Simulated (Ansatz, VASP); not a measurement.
# Pd in VASP and in Ansatz

```
Pd
1.0
     2.71504    0.02247    0.00809
    -1.33806    2.41845    0.02526
     0.01345    0.05626    4.62379
Pd
2
Direct
  0.65415 0.32935 0.75078
  0.34453 0.66634 0.25235
```

Alike in both runs: task single point; functional r2SCAN; dispersion D4; k mesh 8 × 8 × 4; no spin polarisation.

|  | VASP | Ansatz |
| --- | --- | --- |
| version | VASP 6.6.1 | Ansatz 0.2.0 |
| potentials or method | VASP PAW PBE potentials, release 64 (Pd), cutoff 520 eV | plane waves, PAW |
| occupations | methfessel-paxton of order 1, width 0.1 eV | methfessel-paxton of order 1 |
| valence electrons in the cell | 20 | 36 |

Ansatz gave:

| Property | Result |
| --- | --- |
| pressure (GPa) | -3.9 |
| traceless stress, the component that is largest in VASP (GPa) | -1.96 |
| rms of the force components (eV/Å) | 0.075 |

Question: What did VASP give for the same quantities?

Answer: Pressure (GPa): -3.4; traceless stress, the component that is largest in VASP (GPa): -1.97; rms of the force components (eV/Å): 0.074.

VASP's potentials were made for PBE, not for r2SCAN. Atom by atom the forces differ by 0.002 eV/Å (rms over components). VASP's potentials hold 20 valence electrons a cell and Ansatz's 36, so a difference there can come from the potentials and not from the codes. Ansatz's warnings: stress scf threshold loose.
